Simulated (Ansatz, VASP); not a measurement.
**One calculation of SrCl2, two programs**

File POSCAR:

```
SrCl2
1.0
   -0.7553572054      3.1516628226      3.1516628226
    3.1516628226     -0.7553572054      3.1516628226
    3.1516628226      3.1516628226     -0.7553572054
Sr Cl
1 2
Direct
    0.0000000000      0.0000000000      0.0000000000
    0.2500000000      0.2500000000      0.2500000000
    0.7500000000      0.7500000000      0.7500000000
```

File INCAR.step1:

```
  PREC = Accurate
  ENCUT = 520
  ISMEAR = 0
  SIGMA = 0.05
  LREAL = F
  LASPH = T
  NELM = 60
  NBANDS = 19
  GGA = PE
  ALGO = Normal
  EDIFF = 1E-4
  LWAVE = T
  LCHARG = F
```

INCAR.step2

```
  PREC = Accurate
  ENCUT = 520
  EDIFF = 1E-7
  ISMEAR = 0
  SIGMA = 0.05
  LREAL = F
  LASPH = T
  NELM = 60
  ALGO = Normal
  ISIF = 2
  LWAVE = F
  LCHARG = F
  METAGGA = R2SCAN
  LMIXTAU = T
  NBANDS = 19
  ISTART = 1
```

File KPOINTS:

```
Automatic mesh
0
Gamma
  6 6 6
```

Input for Ansatz:

```yaml
crystal:
  lattice:
    - [-0.7553572054, 3.1516628226, 3.1516628226]
    - [3.1516628226, -0.7553572054, 3.1516628226]
    - [3.1516628226, 3.1516628226, -0.7553572054]
  atoms:
    - { symbol: Sr, position: [0.0, 0.0, 0.0] }
    - { symbol: Cl, position: [0.25, 0.25, 0.25] }
    - { symbol: Cl, position: [0.75, 0.75, 0.75] }
basis:
  ecutwfc: 500
kpoints:
  mp_grid: { grid: [6, 6, 6] }
hamiltonian:
  xc: r2scan
scf:
  occupations: { method: gaussian, width: 0.05 }
output:
  forces: true
  stress: true
  eigenvalues: true
```

Alike in both runs: task single point; functional r2SCAN; k mesh 6 × 6 × 6; occupations gaussian, width 0.05 eV; no spin polarisation.

```csv
,VASP,Ansatz
version,VASP 6.6.1,Ansatz 0.2.0
potentials or method,"VASP PAW PBE potentials, release 64 (Sr_sv, Cl), cutoff 520 eV","scalar-relativistic, plane waves, PAW"
valence electrons in the cell,24,24
```

```csv
,VASP,Ansatz,Ansatz less VASP
gap on the k mesh at the Fermi level (eV),5.69,5.70,+0.012
least direct gap on the mesh (eV),5.71,5.72,+0.015
pressure (GPa),10.9,10.6,-0.25
"traceless stress, the component that is largest in VASP (GPa)",13.31,13.02,-0.289
rms of the force components (eV/Å),2.016,1.969,-0.0468
```

VASP's potentials were made for PBE, not for r2SCAN. Atom by atom the forces differ by 0.047 eV/Å (rms over components).
